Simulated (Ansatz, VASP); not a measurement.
# TiAl in VASP and in Ansatz

```
Ti Al
1.0
     2.69820    0.00000    0.00000
    -1.34910    2.33671    0.00000
     0.00000    0.00000    5.28269
Ti Al
1 1
Direct
  0.00000 0.00000 0.00000
  0.33333 0.66667 0.50000
```

Alike in both runs: task single point; functional PBE; k mesh 21 × 21 × 12; occupations gaussian, width 0.15 eV; no spin polarisation.

|  | VASP | Ansatz |
| --- | --- | --- |
| version | VASP 6.6.1 | Ansatz 0.2.0 |
| potentials or method | VASP PAW PBE potentials, release 64 (Ti_sv, Al), cutoff 520 eV | scalar-relativistic, plane waves, PAW |
| valence electrons in the cell | 15 | 15 |

VASP gave:

| Property | Result |
| --- | --- |
| gap on the k mesh at the Fermi level (eV) | none |
| pressure (GPa) | 2.1 |
| traceless stress, the component that is largest in VASP (GPa) | -21.74 |

Q: Which values does Ansatz return?

A: gap on the k mesh at the Fermi level (eV): none; pressure (GPa): 2.2; traceless stress, the component that is largest in VASP (GPa): -21.82.

A gap of «none» marks a metal or a gap that the smearing closes. With one functional, cell and mesh, what is left measures potentials, basis and numerics.
